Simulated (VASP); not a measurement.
# HfN (P-6m2) in VASP: notebook

The runs below take HfN through single point, relaxation of cell and atoms, with PBE.

Program: VASP 6.6.1. These are calculated values, not measurements. Logs are shortened: lines on timing, memory, paths and dates and some standing lists are left out, and cuts for length are marked.

### Step 1. The cell of the first run

Symmetry: P-6m2, No. 187, hexagonal system. Conventional cell: a = 3.104 Å, b = 3.104 Å, c = 2.904 Å, α = 90.00°, β = 90.00°, γ = 120.00°. Within 3.0 Å of Hf (site symmetry -6m2) lie 6 N at 2.31 Å and 2 Hf at 2.90 Å. N (site symmetry -6m2) has 6 Hf at 2.31 Å and 2 N at 2.90 Å within 3.0 Å.

### Step 2. Single point, PBE

Contents of INCAR:

```
SYSTEM = HfN
PREC = Accurate ; ENCUT = 520
EDIFF = 1E-6 ; ISMEAR = 0
SIGMA = 0.1 ; LREAL = .False.
LASPH = .True. ; NELM = 60
ALGO = Normal ; ISIF = 2
LWAVE = .False. ; LCHARG = .False.
GGA = PE ; NBANDS = 14
```

Contents of KPOINTS:

```
Automatic mesh
0
Gamma
  6 6 6
  0 0 0
```

Contents of POSCAR:

```
HfN
1.0
    3.1037467598      0.0000000000      0.0000000000
   -1.5518733799      2.6879235409      0.0000000000
    0.0000000000      0.0000000000      2.9040778095
Hf N
1 1
Direct
    0.0000000000      0.0000000000      0.0000000000
    0.6666666667      0.3333333333      0.5000000000
```

Potentials or basis: VASP PAW PBE potentials, release 64 (Hf_pv, N).

Launch:

```
$ cat potpaw_PBE.64/Hf_pv/POTCAR potpaw_PBE.64/N/POTCAR > POTCAR
$ mpirun -np 1 vasp_std > vasp.out
```

OUTCAR:

```text
SYSTEM = HfN
   PREC = Accurate
   ENCUT = 520
   EDIFF = 1E-6
   ISMEAR = 0
   LREAL = .False.
   LASPH = .True.
   NELM = 60
   ISIF = 2
   GGA = PE

 ion  position               nearest neighbor table
   1  0.000  0.000  0.000-   2 2.31   2 2.31   2 2.31   2 2.31   2 2.31   2 2.31
   2  0.667  0.333  0.500-   1 2.31   1 2.31   1 2.31   1 2.31   1 2.31   1 2.31

  LATTYP: Found a hexagonal cell.
 ALAT       =     3.1037467598
 C/A-ratio  =     0.9356684144

  Lattice vectors:

 A1 = (   3.1037467598,   0.0000000000,   0.0000000000)
 A2 = (  -1.5518733799,   2.6879235409,   0.0000000000)
 A3 = (   0.0000000000,   0.0000000000,   2.9040778095)

Analysis of symmetry for initial positions (statically):
=====================================================================
 Subroutine PRICEL returns:
 Original cell was already a primitive cell.

 Routine SETGRP: Setting up the symmetry group for a
 hexagonal supercell.

 Subroutine GETGRP returns: Found 12 space group operations
 (whereof 12 operations were pure point group operations)
 out of a pool of 24 trial point group operations.

The static configuration has the point symmetry D_3h.

Analysis of symmetry for dynamics (positions and initial velocities):
=====================================================================
 Subroutine PRICEL returns:
 Original cell was already a primitive cell.

 Routine SETGRP: Setting up the symmetry group for a
 hexagonal supercell.

 Subroutine GETGRP returns: Found 12 space group operations
 (whereof 12 operations were pure point group operations)
 out of a pool of 24 trial point group operations.

The dynamic configuration has the point symmetry D_3h.

 Subroutine INISYM returns: Found 12 space group operations
 (whereof 12 operations are pure point group operations),
 and found     1 'primitive' translations

----------------------------------------------------------------------------------------

                                     Primitive cell

  volume of cell :      24.2277

  direct lattice vectors                    reciprocal lattice vectors
     3.103746760  0.000000000  0.000000000     0.322191234  0.186017196  0.000000000
    -1.551873380  2.687923541  0.000000000     0.000000000  0.372034392  0.000000000
     0.000000000  0.000000000  2.904077809     0.000000000  0.000000000  0.344343391

  length of vectors
     3.103746760  3.103746760  2.904077809     0.372034392  0.372034392  0.344343391

  position of ions in fractional coordinates (direct lattice)
     0.000000000  0.000000000  0.000000000
     0.666666667  0.333333333  0.500000000

  ion indices of the primitive-cell ions
   primitive index   ion index
                 1           1
                 2           2

----------------------------------------------------------------------------------------

 KPOINTS: Automatic mesh

Automatic generation of k-mesh.
 Grid dimensions read from file:
 generate k-points for:    6    6    6

 Generating k-lattice:

  Cartesian coordinates                     Fractional coordinates (reciprocal lattice)
     0.053698539  0.031002866  0.000000000     0.166666667 -0.000000000  0.000000000
     0.000000000  0.062005732  0.000000000     0.000000000  0.166666667  0.000000000
     0.000000000  0.000000000  0.057390565     0.000000000  0.000000000  0.166666667

  Length of vectors
     0.062005732  0.062005732  0.057390565

  Shift w.r.t. Gamma in fractional coordinates (k-lattice)
     0.000000000  0.000000000  0.000000000

 Subroutine IBZKPT returns following result:
 ===========================================

 Found     28 irreducible k-points:

 Following reciprocal coordinates:
            Coordinates               Weight
  0.000000  0.000000  0.000000      1.000000
  0.166667  0.000000  0.000000      6.000000
  0.333333  0.000000  0.000000      6.000000
  0.500000 -0.000000  0.000000      3.000000
  0.166667  0.166667  0.000000      6.000000
  0.333333  0.166667  0.000000     12.000000
[... 16 lines left out ...]
  0.166667  0.000000  0.500000      6.000000
  0.333333  0.000000  0.500000      6.000000
 [... further k-points ...]
   k-points           NKPTS =     28   k-points in BZ     NKDIM =     28   number of bands    NBANDS=     14
   number of dos      NEDOS =    301   number of ions     NIONS =      2
   total plane-waves  NPLWV =  13824
   dimension x,y,z NGX =    24 NGY =   24 NGZ =   24
   dimension x,y,z NGXF=    48 NGYF=   48 NGZF=   48
   ions per type =               1   1
   NGX,Y,Z   is equivalent  to a cutoff of  12.86, 12.86, 13.74 a.u.
   NGXF,Y,Z  is equivalent  to a cutoff of  25.71, 25.71, 27.48 a.u.
 SYSTEM =  HfN
   PREC   = accura    normal or accurate (medium, high low for compatibility)
   ISTART =      0    job   : 0-new  1-cont  2-samecut
   ICHARG =      2    charge: 1-file 2-atom 10-const
   ISPIN  =      1    spin polarized calculation?
   LNONCOLLINEAR =      F non collinear calculations
   LSORBIT =      F    spin-orbit coupling
   LASPH  =      T    aspherical Exc in radial PAW
   ENCUT  =  520.0 eV  38.22 Ry    6.18 a.u.   5.77  5.77  5.40*2*pi/ulx,y,z
   NELM   =     60;   NELMIN=  2; NELMDL= -5     # of ELM steps
   EDIFF  = 0.1E-05   stopping-criterion for ELM
   LREAL  =      F    real-space projection
   EDIFFG = 0.1E-04   stopping-criterion for IOM
   NSW    =      0    number of steps for IOM
   IBRION =     -1    ionic relax: 0-MD 1-quasi-New 2-CG
   NFREE  =      0    steps in history (QN), initial steepest desc. (CG)
   ISIF   =      2    stress and relaxation
   ISYM   =      2    0-nonsym 1-usesym 2-fastsym
   POTIM  = 0.5000    time-step for ionic-motion
   TEBEG  =    0.0;   TEEND  =   0.0 temperature during run
   PSTRESS=    0.0 pullay stress
   NELECT =      15.0000    total number of electrons
   NUPDOWN=      -1.0000    fix difference up-down
   EMIN   =  10.00;   EMAX   =-10.00  energy-range for DOS
   EFERMI =   0.00;   METHOD = LEGACY
   ISMEAR =     0;   SIGMA  =   0.10  broadening in eV -4-tet -1-fermi 0-gaus
   EFERMI_NEDOS =   21; number of points for ismear=-14 and -15
   IALGO  =     38    algorithm
   IMIX   =      4    mixing-type and parameters
     AMIX     =   0.40;   BMIX     =  1.00
     AMIX_MAG =   1.60;   BMIX_MAG =  1.00
  volume/ion in A,a.u.               =      12.11        81.75
  Fermi-wavevector in a.u.,A,eV,Ry     =   1.395302  2.636738 26.488729  1.946867
  Thomas-Fermi vector in A             =   2.518767
   LORBIT       =      0    0 simple, 1 ext, 2 COOP (PROOUT), +10 PAW based schemes
   GGA     = PE    functional components
   LHFCALC =     F    Hartree Fock is set to
   AEXX    =    0.0000 exact exchange contribution
   IVDW    =     0    specifies the selected vdW correction
   LEPSILON=     F    determine dielectric tensor
   LRPA    =     F    only Hartree local field effects (RPA)
 non-spin polarized calculation
 Gauss-broadening in eV      SIGMA  =   0.10
  energy-cutoff  :      520.00
  volume of cell :       24.23
 maximum number of plane-waves:       660
 NGX is ok and might be reduce to    24
   NGX = 11   NGY = 11   NGZ = 11

 number of electron      14.9999999 magnetization

 Free energy of the ion-electron system (eV)
  ---------------------------------------------------
  ext. energy  EPLUGINS =         0.00000000
  ---------------------------------------------------
  free energy    TOTEN  =       -20.96265915 eV

  energy without entropy =      -20.94914429  energy(sigma->0) =      -20.95590172

 E-fermi :   6.8026     XC(G=0): -12.4320

 val. band max:        6.7858298908   @ k =   0.1667   0.1667   0.3333
 cond. band min:       6.8107148777   @ k =   0.3333   0.1667   0.1667
 fundamental gap:      0.0248849868
 Fermi energy:         6.8025632632

 k-point     1 :       0.0000    0.0000    0.0000
  band No.  band energies     occupation
      1     -23.4491      2.00000
      2     -23.4491      2.00000
      3     -23.2053      2.00000
      4      -9.2426      2.00000
      5       3.4071      2.00000
      6       3.4071      2.00000
      7       4.6076      2.00000
      8       5.2570      2.00000
      9       8.8727      0.00000
     10      11.6917      0.00000
     11      11.6917      0.00000
     12      12.7819      0.00000
     13      12.7819      0.00000
     14      19.8669      0.00000

 k-point     2 :       0.1667    0.0000    0.0000
  band No.  band energies     occupation
      1     -23.6879      2.00000
      2     -23.4994      2.00000
      3     -23.1766      2.00000
      4      -8.7814      2.00000
      5       2.2048      2.00000
      6       3.7411      2.00000
      7       4.7609      2.00000
      8       5.1087      2.00000
      9      10.5493      0.00000
     10      10.8104      0.00000
     11      11.8341      0.00000
     12      12.5387      0.00000
     13      13.1545      0.00000
     14      19.8889      0.00000

 k-point     3 :       0.3333    0.0000    0.0000
  band No.  band energies     occupation
      1     -24.1344      2.00000
      2     -23.5983      2.00000
      3     -23.1187      2.00000
      4      -7.8437      2.00000
      5       0.7365      2.00000
      6       3.9394      2.00000
      7       4.3538      2.00000
      8       5.4694      2.00000
      9      10.5274      0.00000
     10      12.0948      0.00000
     11      12.5368      0.00000
     12      13.1069      0.00000
     13      13.4362      0.00000
     14      19.8667      0.00000
[... 324 lines left out ...]
 k-point    23 :       0.1667    0.0000    0.5000
  band No.  band energies     occupation
      1     -24.2571      2.00000
      2     -23.5519      2.00000
      3     -23.3907      2.00000
      4      -7.0025      2.00000
      5      -0.1764      2.00000
      6       3.6914      2.00000
      7       3.7097      2.00000
      8       7.0619      0.00024
      9       9.2328      0.00000
     10      10.7819      0.00000
     11      12.1736      0.00000
     12      12.3410      0.00000
     13      16.7551      0.00000
     14      17.9239      0.00000

 k-point    24 :       0.3333    0.0000    0.5000
  band No.  band energies     occupation
      1     -24.1331      2.00000
      2     -23.9446      2.00000
      3     -23.4798      2.00000
      4      -7.3342      2.00000
      5       0.8676      2.00000
      6       2.6831      2.00000
      7       2.8934      2.00000
      8       6.7688      1.36740
      9      11.2642      0.00000
     10      11.5303      0.00000
     11      13.9418      0.00000
     12      14.0190      0.00000
     13      18.5679      0.00000
     14      19.4016      0.00000

 [... further k-points ...]
[... 5 lines left out ...]
  --------------------------------------------------------------------------------------
  -------------------------------------------------------------------------------------
  Total       -0.2654271     -0.2654271     -0.3427367      0.0000000     -0.0000000      0.0000000
  in kB      -17.5527193    -17.5527193    -22.6652114      0.0000000     -0.0000000      0.0000000
  external PRESSURE =     -19.2568833 kB  Pullay stress =       0.0000000 kB

 VOLUME and BASIS-vectors are now :
 -----------------------------------------------------------------------------
  energy-cutoff  :      520.00
  volume of cell :       24.23
      direct lattice vectors                 reciprocal lattice vectors
     3.103746760  0.000000000  0.000000000     0.322191234  0.186017196  0.000000000
    -1.551873380  2.687923541  0.000000000     0.000000000  0.372034392  0.000000000
     0.000000000  0.000000000  2.904077809     0.000000000  0.000000000  0.344343391

 POSITION                                       TOTAL-FORCE (eV/Angst)
 -----------------------------------------------------------------------------------
      0.00000      0.00000      0.00000        -0.000000      0.000000      0.000000
      1.55187      0.89597      1.45204         0.000000      0.000000      0.000000
 -----------------------------------------------------------------------------------
    total drift:                               -0.000000      0.000000      0.000000

  FREE ENERGIE OF THE ION-ELECTRON SYSTEM (eV)
  ---------------------------------------------------
  free  energy   TOTEN  =       -20.9626591550 eV

  energy  without entropy=      -20.9491442912  energy(sigma->0) =      -20.95590172
```

Run time: 5.3 s. Hardware: 1 thread of Intel Xeon Platinum 8375C at 2.90GHz (Ice Lake), shared host; peak memory 0.14 GiB.

Results:

```
Free energy : -20.9627 eV
Pressure    : -1.9 GPa
```

Levels at points of the mesh, in eV from the Fermi level:
```tsv
k point	band 5	band 6	band 7	band 8	band 9	band 10
(0.00, 0.00, 0.00)	-3.40	-3.40	-2.19	-1.55	2.07	4.89
(0.50, 0.00, 0.00)	-6.60	-3.22	-2.18	-1.68	4.83	5.09
(0.00, 0.00, 0.50)	-7.65	-2.60	-2.60	1.57	1.57	3.91
(0.50, 0.00, 0.50)	-5.70	-4.61	-4.24	0.77	5.04	6.60
```

Caveat: the k points lie up to 0.39 Å⁻¹ apart; spin-orbit coupling is left out, which moves the levels of the heavy elements.

### Step 3. Single point, PBE

This run uses another cell than the first one, of 12.15 Å³/atom, 1.003 times its volume.

Contents of INCAR:

```
ALGO = Normal
EDIFF = 1E-6
ENCUT = 520
GGA = PE
ISIF = 2
ISMEAR = 0
LASPH = True
LCHARG = True
LELF = True
LREAL = False
LVHAR = True
LWAVE = False
NBANDS = 14
NELM = 60
PREC = Accurate
SIGMA = 0.1
```

Contents of KPOINTS:

```
k-points
0
Gamma
  4 6 6
```

Contents of POSCAR:

```
HfN
1.0
    2.9127936898      0.0000000000      0.0000000000
    0.0000000000      1.5519231959      2.6879278762
    0.0000000000     -1.5519231959      2.6879278762
Hf N
1 1
Direct
    0.0000000000      0.1368504780      0.1368504780
    0.5000000000      0.8035169420      0.8035169420
```

Potentials or basis: VASP PAW PBE potentials, release 64 (Hf_pv, N).

Launch:

```
$ cat potpaw_PBE.64/Hf_pv/POTCAR potpaw_PBE.64/N/POTCAR > POTCAR
$ mpirun -np 1 vasp_std > vasp.out
```

Wall time 9 s (1 thread of Intel Xeon Platinum 8375C at 2.90GHz (Ice Lake), shared host); peak memory 0.15 GiB.

It converged, with:

| Property | Result |
| --- | --- |
| Free energy | -20.9497 eV |
| Pressure | -1.9 GPa |

Stress tensor (GPa, compression positive):
```
-2.17  0.00  0.00
 0.00 -1.81  0.00
 0.00  0.00 -1.80
```

Levels at points of the mesh, in eV from the Fermi level:
```csv
k point,band 5,band 6,band 7,band 8,band 9,band 10,band 11,band 12
"(0.00, 0.00, 0.00)",-3.49,-3.49,-2.34,-1.69,1.94,4.74,4.74,5.80
"(0.50, 0.00, 0.00)",-7.75,-2.71,-2.71,1.46,1.46,3.75,4.27,4.28
"(0.00, 0.50, 0.00)",-6.72,-3.36,-2.30,-1.81,4.70,4.91,6.31,6.42
"(0.50, 0.50, 0.00)",-5.79,-4.74,-4.35,0.66,4.88,6.48,7.77,7.84
"(0.00, 0.50, 0.50)",-6.72,-3.36,-2.30,-1.81,4.70,4.91,6.31,6.42
"(0.50, 0.50, 0.50)",-5.79,-4.74,-4.35,0.66,4.88,6.48,7.78,7.84
```

Caveat: the k points lie up to 0.54 Å⁻¹ apart; spin-orbit coupling is left out, which moves the levels of the heavy elements.

[end of part 1 of 2]
